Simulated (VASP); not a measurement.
CaO, 2 atoms in the cell. It takes space group Fm-3m (No. 225, cubic). Conventional cell: a = 4.898 Å, b = 4.898 Å, c = 4.898 Å, α = 90.00°, β = 90.00°, γ = 90.00°. Within 3.2 Å of Ca (site symmetry m-3m) lie 6 O at 2.45 Å. O (site symmetry m-3m) has 6 Ca at 2.45 Å within 3.2 Å. 

| Quantity | Value |
| --- | --- |
| Program | VASP 6.6.1 |
| Task | single point |
| Functional | r2SCAN |
| Potentials or basis | VASP PAW PBE potentials, release 64 (Ca_sv, O) |
| Cutoff | 520 eV |
| k mesh | 8 × 8 × 8 |
| Occupations | gaussian, width 0.05 eV |
| Spin | no spin polarisation |
| Dipole correction | no |
| Further INCAR settings | ALGO = Normal; EDIFF = 1e-07; NBANDS = 15 |

Potentials or basis: VASP PAW PBE potentials, release 64 (Ca_sv, O).

Command:

```sh
$ cat potpaw_PBE.64/Ca_sv/POTCAR potpaw_PBE.64/O/POTCAR > POTCAR
$ cp INCAR.step1 INCAR
$ mpirun -np 1 vasp_std > vasp.out
$ cp INCAR.step2 INCAR
$ mpirun -np 1 vasp_std > vasp.out
```

Hardware: 1 thread of Intel(R) Xeon(R) Platinum 8259CL CPU @ 2.50GHz (Skylake/Cascade Lake), with other jobs on the host.

Task: Estimate the wall time of this run.

Result: Wall time 66 s on 1 thread of Intel(R) Xeon(R) Platinum 8259CL CPU @ 2.50GHz (Skylake/Cascade Lake), with other jobs on the host, peak memory 0.17 GiB. Counts: k points 29.
